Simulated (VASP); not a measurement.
# Al (Fm-3m) in VASP: notebook

Runs on Al. Level: PBEsol. Tasks: single point, relaxation of cell and atoms.

All numbers are computed with VASP 6.6.1; they aren't measurements. Logs are shortened: lines on timing, memory, paths and dates and some standing lists are left out, and cuts for length are marked.

## (1) The cell of the first run

Symmetry: Fm-3m, No. 225, cubic system. The conventional cell has a = 4.014 Å, b = 4.014 Å, c = 4.014 Å, α = 90.00°, β = 90.00°, γ = 90.00°. Al (site symmetry m-3m) has 12 Al at 2.84 Å within 3.7 Å.

## (2) Single point, PBEsol

File INCAR:

```
SYSTEM = Al
PREC = Accurate
ENCUT = 520
EDIFF = 1E-6
ISMEAR = 1
SIGMA = 0.1
LREAL = .False.
LASPH = .True.
NELM = 100
ALGO = Normal
ISIF = 2
LWAVE = .False.
LCHARG = .False.
GGA = PS
NBANDS = 8
```

File KPOINTS:

```
regular mesh
0
Gamma
  34 34 34
  0 0 0
```

File POSCAR:

```
Al
1.0
    0.0000000000      2.0072264820      2.0072264820
    2.0072264820      0.0000000000      2.0072264820
    2.0072264820      2.0072264820      0.0000000000
Al
1
Direct
    0.0000000000      0.0000000000      0.0000000000
```

Potentials or basis: VASP PAW PBE potentials, release 64 (Al).

The run is started by

```sh
cat potpaw_PBE.64/Al/POTCAR > POTCAR
mpirun -np 1 vasp_std > vasp.out
```

OUTCAR:

```text
SYSTEM = Al
   PREC = Accurate
   ENCUT = 520
   EDIFF = 1E-6
   ISMEAR = 1
   LREAL = .False.
   LASPH = .True.
   NELM = 100
   ISIF = 2
   GGA = PS

 ion  position               nearest neighbor table
   1  0.000  0.000  0.000-

  LATTYP: Found a face centered cubic cell.
 ALAT       =     4.0144529640

  Lattice vectors:

 A1 = (   0.0000000000,   2.0072264820,   2.0072264820)
 A2 = (   2.0072264820,   0.0000000000,   2.0072264820)
 A3 = (   2.0072264820,   2.0072264820,   0.0000000000)

Analysis of symmetry for initial positions (statically):
=====================================================================
 Subroutine PRICEL returns:
 Original cell was already a primitive cell.

 Routine SETGRP: Setting up the symmetry group for a
 face centered cubic supercell.

 Subroutine GETGRP returns: Found 48 space group operations
[... 9 lines left out ...]

 Routine SETGRP: Setting up the symmetry group for a
 face centered cubic supercell.

 Subroutine GETGRP returns: Found 48 space group operations
[... 11 lines left out ...]
                                     Primitive cell

  volume of cell :      16.1741

  direct lattice vectors                    reciprocal lattice vectors
     0.000000000  2.007226482  2.007226482    -0.249099942  0.249099942  0.249099942
     2.007226482  0.000000000  2.007226482     0.249099942 -0.249099942  0.249099942
     2.007226482  2.007226482  0.000000000     0.249099942  0.249099942 -0.249099942

  length of vectors
     2.838646914  2.838646914  2.838646914     0.431453755  0.431453755  0.431453755

  position of ions in fractional coordinates (direct lattice)
     0.000000000  0.000000000  0.000000000

  ion indices of the primitive-cell ions
   primitive index   ion index
                 1           1

----------------------------------------------------------------------------------------

 KPOINTS: regular mesh

Automatic generation of k-mesh.
 Grid dimensions read from file:
 generate k-points for:   34   34   34

 Generating k-lattice:

  Cartesian coordinates                     Fractional coordinates (reciprocal lattice)
    -0.007326469  0.007326469  0.007326469     0.029411765  0.000000000  0.000000000
     0.007326469 -0.007326469  0.007326469     0.000000000  0.029411765  0.000000000
     0.007326469  0.007326469 -0.007326469     0.000000000  0.000000000  0.029411765

  Length of vectors
     0.012689816  0.012689816  0.012689816

[... 47 lines left out ...]
   ISPIN  =      1    spin polarized calculation?
   LNONCOLLINEAR =      F non collinear calculations
   LSORBIT =      F    spin-orbit coupling
   LASPH  =      T    aspherical Exc in radial PAW
   ENCUT  =  520.0 eV  38.22 Ry    6.18 a.u.   5.28  5.28  5.28*2*pi/ulx,y,z
   NELM   =    100;   NELMIN=  2; NELMDL= -5     # of ELM steps
   EDIFF  = 0.1E-05   stopping-criterion for ELM
   LREAL  =      F    real-space projection
   EDIFFG = 0.1E-04   stopping-criterion for IOM
   NSW    =      0    number of steps for IOM
   IBRION =     -1    ionic relax: 0-MD 1-quasi-New 2-CG
   NFREE  =      0    steps in history (QN), initial steepest desc. (CG)
   ISIF   =      2    stress and relaxation
   ISYM   =      2    0-nonsym 1-usesym 2-fastsym
   POTIM  = 0.5000    time-step for ionic-motion
   TEBEG  =    0.0;   TEEND  =   0.0 temperature during run
   PSTRESS=    0.0 pullay stress
   NELECT =       3.0000    total number of electrons
   NUPDOWN=      -1.0000    fix difference up-down
   EMIN   =  10.00;   EMAX   =-10.00  energy-range for DOS
   EFERMI =   0.00;   METHOD = LEGACY
   ISMEAR =     1;   SIGMA  =   0.10  broadening in eV -4-tet -1-fermi 0-gaus
   EFERMI_NEDOS =   21; number of points for ismear=-14 and -15
   IALGO  =     38    algorithm
   IMIX   =      4    mixing-type and parameters
     AMIX     =   0.40;   BMIX     =  1.00
     AMIX_MAG =   1.60;   BMIX_MAG =  1.00
  volume/ion in A,a.u.               =      16.17       109.15
  Fermi-wavevector in a.u.,A,eV,Ry     =   0.933632  1.764308 11.859762  0.871668
  Thomas-Fermi vector in A             =   2.060353
   LORBIT       =      0    0 simple, 1 ext, 2 COOP (PROOUT), +10 PAW based schemes
   GGA     = PS    functional components
   LHFCALC =     F    Hartree Fock is set to
   AEXX    =    0.0000 exact exchange contribution
   IVDW    =     0    specifies the selected vdW correction
   LEPSILON=     F    determine dielectric tensor
   LRPA    =     F    only Hartree local field effects (RPA)
 non-spin polarized calculation
 Methfessel and Paxton  Order N= 1 SIGMA  =   0.10
  energy-cutoff  :      520.00
  volume of cell :       16.17
 maximum number of plane-waves:       448
 NGX is ok and might be reduce to    24
   NGX = 11   NGY = 11   NGZ = 11

 number of electron       3.0000000 magnetization

 Free energy of the ion-electron system (eV)
  ---------------------------------------------------
  ext. energy  EPLUGINS =         0.00000000
  ---------------------------------------------------
  free energy    TOTEN  =        -4.09177975 eV

  energy without entropy =       -4.09167128  energy(sigma->0) =       -4.09174359

 E-fermi :   8.1780     XC(G=0): -10.3299

 val. band max:        8.1773956141   @ k =  -0.3235   0.4412   0.1471
 cond. band min:       8.1872513980   @ k =  -0.2647   0.2647   0.0882
 fundamental gap:      0.0098557840
 Fermi energy:         8.1779859872

 k-point     1 :       0.0000    0.0000    0.0000
  band No.  band energies     occupation
      1      -3.1092      2.00000
      2      20.8645      0.00000
      3      20.8645      0.00000
      4      20.8645      0.00000
      5      22.5079      0.00000
      6      22.5079      0.00000
      7      22.5079      0.00000
      8      24.7890      0.00000
[... 243 lines left out ...]
 k-point    24 :       0.1765    0.0294    0.0000
  band No.  band energies     occupation
      1      -2.3251      2.00000
      2      14.8811      0.00000
      3      19.0528      0.00000
      4      19.9612      0.00000
      5      23.1904      0.00000
      6      23.7867      0.00000
      7      24.7881      0.00000
      8      24.9713      0.00000

 [... further k-points ...]
[... 5 lines left out ...]
  --------------------------------------------------------------------------------------
  -------------------------------------------------------------------------------------
  Total        0.0024836      0.0024836      0.0024836     -0.0000000     -0.0000000     -0.0000000
  in kB        0.2460228      0.2460228      0.2460228     -0.0000000     -0.0000000     -0.0000000
  external PRESSURE =       0.2460228 kB  Pullay stress =       0.0000000 kB

 VOLUME and BASIS-vectors are now :
 -----------------------------------------------------------------------------
  energy-cutoff  :      520.00
  volume of cell :       16.17
      direct lattice vectors                 reciprocal lattice vectors
     0.000000000  2.007226482  2.007226482    -0.249099942  0.249099942  0.249099942
     2.007226482  0.000000000  2.007226482     0.249099942 -0.249099942  0.249099942
     2.007226482  2.007226482  0.000000000     0.249099942  0.249099942 -0.249099942

 POSITION                                       TOTAL-FORCE (eV/Angst)
 -----------------------------------------------------------------------------------
      0.00000      0.00000      0.00000         0.000000      0.000000      0.000000
 -----------------------------------------------------------------------------------
    total drift:                               -0.000000      0.000000      0.000000

  FREE ENERGIE OF THE ION-ELECTRON SYSTEM (eV)
  ---------------------------------------------------
  free  energy   TOTEN  =        -4.0917797478 eV

  energy  without entropy=       -4.0916712782  energy(sigma->0) =       -4.09174359
```

It took 53 s on 1 thread of Intel Xeon 6975P-C, shared host; peak memory 0.23 GiB.

What came out:

* Free energy: -4.0918 eV
* Pressure: 0.0 GPa

Caveat: the PAW data sets were made with another functional, which shifts forces and pressure a little.

## (3) Single point, PBEsol

File INCAR:

```
PREC = Accurate
ENCUT = 520
EDIFF = 1E-6
ISMEAR = 1
SIGMA = 0.1
LREAL = F
LASPH = T
NELM = 80
ALGO = Normal
ISIF = 2
LWAVE = F
LCHARG = F
GGA = PS
NBANDS = 8
```

File KPOINTS:

```
regular mesh
0
Gamma
  34 34 34
```

POSCAR is that of step 2.

Potentials or basis: VASP PAW PBE potentials, release 64 (Al).

The run is started by

```sh
cat potpaw_PBE.64/Al/POTCAR > POTCAR
mpirun -np 1 vasp_std > vasp.out
```

OUTCAR:

```text
PREC = Accurate
   ENCUT = 520
   EDIFF = 1E-6
   ISMEAR = 1
   LREAL = F
   LASPH = T
   NELM = 80
   ISIF = 2
   GGA = PS

 ion  position               nearest neighbor table
   1  0.000  0.000  0.000-

  LATTYP: Found a face centered cubic cell.
 ALAT       =     4.0144529640

  Lattice vectors:

 A1 = (   0.0000000000,   2.0072264820,   2.0072264820)
 A2 = (   2.0072264820,   0.0000000000,   2.0072264820)
 A3 = (   2.0072264820,   2.0072264820,   0.0000000000)

Analysis of symmetry for initial positions (statically):
=====================================================================
 Subroutine PRICEL returns:
 Original cell was already a primitive cell.

 Routine SETGRP: Setting up the symmetry group for a
 face centered cubic supercell.

 Subroutine GETGRP returns: Found 48 space group operations
[... 9 lines left out ...]

 Routine SETGRP: Setting up the symmetry group for a
 face centered cubic supercell.

 Subroutine GETGRP returns: Found 48 space group operations
[... 11 lines left out ...]
                                     Primitive cell

  volume of cell :      16.1741

  direct lattice vectors                    reciprocal lattice vectors
     0.000000000  2.007226482  2.007226482    -0.249099942  0.249099942  0.249099942
     2.007226482  0.000000000  2.007226482     0.249099942 -0.249099942  0.249099942
     2.007226482  2.007226482  0.000000000     0.249099942  0.249099942 -0.249099942

  length of vectors
     2.838646914  2.838646914  2.838646914     0.431453755  0.431453755  0.431453755

  position of ions in fractional coordinates (direct lattice)
     0.000000000  0.000000000  0.000000000

  ion indices of the primitive-cell ions
   primitive index   ion index
                 1           1

----------------------------------------------------------------------------------------

 KPOINTS: regular mesh

Automatic generation of k-mesh.
 Grid dimensions read from file:
 generate k-points for:   34   34   34
[... 78 lines left out ...]
   EFERMI =   0.00;   METHOD = LEGACY
   ISMEAR =     1;   SIGMA  =   0.10  broadening in eV -4-tet -1-fermi 0-gaus
   EFERMI_NEDOS =   21; number of points for ismear=-14 and -15
   IALGO  =     38    algorithm
   IMIX   =      4    mixing-type and parameters
     AMIX     =   0.40;   BMIX     =  1.00
     AMIX_MAG =   1.60;   BMIX_MAG =  1.00
  volume/ion in A,a.u.               =      16.17       109.15
  Fermi-wavevector in a.u.,A,eV,Ry     =   0.933632  1.764308 11.859762  0.871668
  Thomas-Fermi vector in A             =   2.060353
   LORBIT       =      0    0 simple, 1 ext, 2 COOP (PROOUT), +10 PAW based schemes
   GGA     = PS    functional components
   LHFCALC =     F    Hartree Fock is set to
   AEXX    =    0.0000 exact exchange contribution
   IVDW    =     0    specifies the selected vdW correction
   LEPSILON=     F    determine dielectric tensor
   LRPA    =     F    only Hartree local field effects (RPA)
 non-spin polarized calculation
 Methfessel and Paxton  Order N= 1 SIGMA  =   0.10
  energy-cutoff  :      520.00
  volume of cell :       16.17
 maximum number of plane-waves:       448
 NGX is ok and might be reduce to    24
   NGX = 11   NGY = 11   NGZ = 11

 number of electron       3.0000000 magnetization

 Free energy of the ion-electron system (eV)
  ---------------------------------------------------
  ext. energy  EPLUGINS =         0.00000000
  ---------------------------------------------------
  free energy    TOTEN  =        -4.09177975 eV

  energy without entropy =       -4.09167128  energy(sigma->0) =       -4.09174359

 E-fermi :   8.1780     XC(G=0): -10.3299

 val. band max:        8.1773956141   @ k =  -0.3235   0.4412   0.1471
 cond. band min:       8.1872513980   @ k =  -0.2647   0.2647   0.0882
 fundamental gap:      0.0098557840
 Fermi energy:         8.1779859872

 k-point     1 :       0.0000    0.0000    0.0000
  band No.  band energies     occupation
      1      -3.1092      2.00000
      2      20.8645      0.00000
      3      20.8645      0.00000
      4      20.8645      0.00000
      5      22.5079      0.00000
      6      22.5079      0.00000
      7      22.5079      0.00000
      8      24.7890      0.00000
[... 243 lines left out ...]
 k-point    24 :       0.1765    0.0294    0.0000
  band No.  band energies     occupation
      1      -2.3251      2.00000
      2      14.8811      0.00000
      3      19.0528      0.00000
      4      19.9612      0.00000
      5      23.1904      0.00000
      6      23.7867      0.00000
      7      24.7881      0.00000
      8      24.9713      0.00000

 [... further k-points ...]
[... 5 lines left out ...]
  --------------------------------------------------------------------------------------
  -------------------------------------------------------------------------------------
  Total        0.0024836      0.0024836      0.0024836     -0.0000000     -0.0000000     -0.0000000
  in kB        0.2460228      0.2460228      0.2460228     -0.0000000     -0.0000000     -0.0000000
  external PRESSURE =       0.2460228 kB  Pullay stress =       0.0000000 kB

 VOLUME and BASIS-vectors are now :
 -----------------------------------------------------------------------------
  energy-cutoff  :      520.00
  volume of cell :       16.17
      direct lattice vectors                 reciprocal lattice vectors
     0.000000000  2.007226482  2.007226482    -0.249099942  0.249099942  0.249099942
     2.007226482  0.000000000  2.007226482     0.249099942 -0.249099942  0.249099942
     2.007226482  2.007226482  0.000000000     0.249099942  0.249099942 -0.249099942

 POSITION                                       TOTAL-FORCE (eV/Angst)
 -----------------------------------------------------------------------------------
      0.00000      0.00000      0.00000         0.000000      0.000000      0.000000
 -----------------------------------------------------------------------------------
    total drift:                               -0.000000      0.000000      0.000000

  FREE ENERGIE OF THE ION-ELECTRON SYSTEM (eV)
  ---------------------------------------------------
  free  energy   TOTEN  =        -4.0917797478 eV

  energy  without entropy=       -4.0916712782  energy(sigma->0) =       -4.09174359
```

OSZICAR:

```text
N       E                     dE             d eps       ncg     rms          rms(c)
DAV:   1    -0.266562586686E+01   -0.26656E+01   -0.86900E+02 17016   0.205E+02
DAV:   2    -0.411361204548E+01   -0.14480E+01   -0.13923E+01 23280   0.190E+01
DAV:   3    -0.412066384273E+01   -0.70518E-02   -0.70462E-02 21992   0.149E+00
DAV:   4    -0.412067930256E+01   -0.15460E-04   -0.15460E-04 26320   0.615E-02
DAV:   5    -0.412067933283E+01   -0.30277E-07   -0.29703E-07 22304   0.158E-03    0.143E+00
DAV:   6    -0.410344136698E+01    0.17238E-01   -0.21187E-03 23000   0.192E-01    0.812E-01
DAV:   7    -0.409179629809E+01    0.11645E-01   -0.58074E-03 22232   0.308E-01    0.172E-01
DAV:   8    -0.409178047815E+01    0.15820E-04   -0.20316E-05 24800   0.306E-02    0.109E-02
DAV:   9    -0.409177974781E+01    0.73034E-06   -0.34681E-07 23760   0.270E-03
   1 F= -.40917797E+01 E0= -.40917436E+01  d E =-.108470E-03
```

stdout:

```text
POSCAR found type information on POSCAR Al
 POSCAR found :  1 types and       1 ions
 scaLAPACK will be used
 -----------------------------------------------------------------------------
|                                                                             |
|                                                                             |
|     You enforced a specific xc type in the INCAR file but a different       |
|     I HOPE YOU KNOW WHAT YOU ARE DOING!                                     |
|                                                                             |
 -----------------------------------------------------------------------------

 LDA part: xc-table for (Slater+PW92), standard interpolation
 POSCAR, INCAR and KPOINTS ok, starting setup
 FFT: planning ... GRIDC
 FFT: planning ... GRID_SOFT
 FFT: planning ... GRID
 WAVECAR not read
 entering main loop
```

It took 52 s on 1 thread of Intel Xeon 6975P-C, shared host; peak memory 0.23 GiB.

What came out:

| Item | Value |
| --- | --- |
| Free energy | -4.0918 eV |
| Pressure | 0.0 GPa |

Levels at points of the mesh, in eV from the Fermi level:
| k point | band 1 | band 2 | band 3 | band 4 | band 5 |
| --- | --- | --- | --- | --- | --- |
| (0.00, 0.00, 0.00) | -11.29 | 12.69 | 12.69 | 12.69 | 14.33 |
| (0.50, 0.00, 0.00) | -4.69 | -4.42 | 11.51 | 11.51 | 11.59 |
| (0.50, 0.50, 0.00) | -2.99 | -1.63 | 5.24 | 5.66 | 5.66 |

Caveat: the PAW data sets were made with another functional, which shifts forces and pressure a little.

## (4) Relaxation of cell and atoms, PBEsol

This run uses another cell than the first one, of 16.61 Å³/atom, 1.027 times its volume.

File INCAR:

```
ALGO = Normal ; EDIFF = 1E-6
EDIFFG = -0.005 ; ENCUT = 600
GGA = PS ; IBRION = 2
ISIF = 3 ; ISMEAR = 1
LASPH = T ; LCHARG = F
LREAL = F ; LWAVE = F
NELM = 80 ; NSW = 60
PREC = Accurate ; SIGMA = 0.1
```

File KPOINTS:

```
k-points
0
Gamma
  23 23 23
```

File POSCAR:

```
Al
1.0
    0.0000000000      2.0250000000      2.0250000000
    2.0250000000      0.0000000000      2.0250000000
    2.0250000000      2.0250000000      0.0000000000
Al
1
Direct
    0.0000000000      0.0000000000      0.0000000000
```

The run is started by

```sh
cat potpaw_PBE.64/Al/POTCAR > POTCAR
mpirun -np 1 vasp_std > vasp.out
```

Wall time 21 s (1 thread of Intel Xeon 6975P-C, shared host); peak memory 0.16 GiB.

Results (log left out):

```
Free energy                            : -4.0915 eV
Relaxed volume                         : 16.19 Å³/atom
Relaxed cell                           : a = 2.839 Å, b = 2.839 Å, c = 2.839 Å, α = 60.00°, β = 60.00°, γ = 60.00°
Space group after relaxing (to 0.05 Å) : Fm-3m (No. 225)
Energy gained by relaxing              : 2.7 meV/atom
Ionic steps                            : 3
Pressure after relaxing                : 0.0 GPa
```

The path:
```
step  energy change (eV)  largest force (eV/Å)  pressure (GPa)  volume (Å³)
   1              0.0000                0.0000           -2.00        16.61
   2             -0.0026                0.0000            0.38        16.11
   3             -0.0027                0.0000            0.00        16.19
```

Final structure:
```
Al
1.0
     0.00000    2.00771    2.00771
     2.00771    0.00000    2.00771
     2.00771    2.00771    0.00000
Al
1
Cartesian
  0.0000 0.0000 0.0000
```

Levels at points of the mesh, in eV from the Fermi level:
```tsv
k point	band 1	band 2	band 3	band 4
(0.00, 0.00, 0.00)	-11.26	12.71	12.71	12.71
```

Caveat: the PAW data sets were made with another functional, which shifts forces and pressure a little.
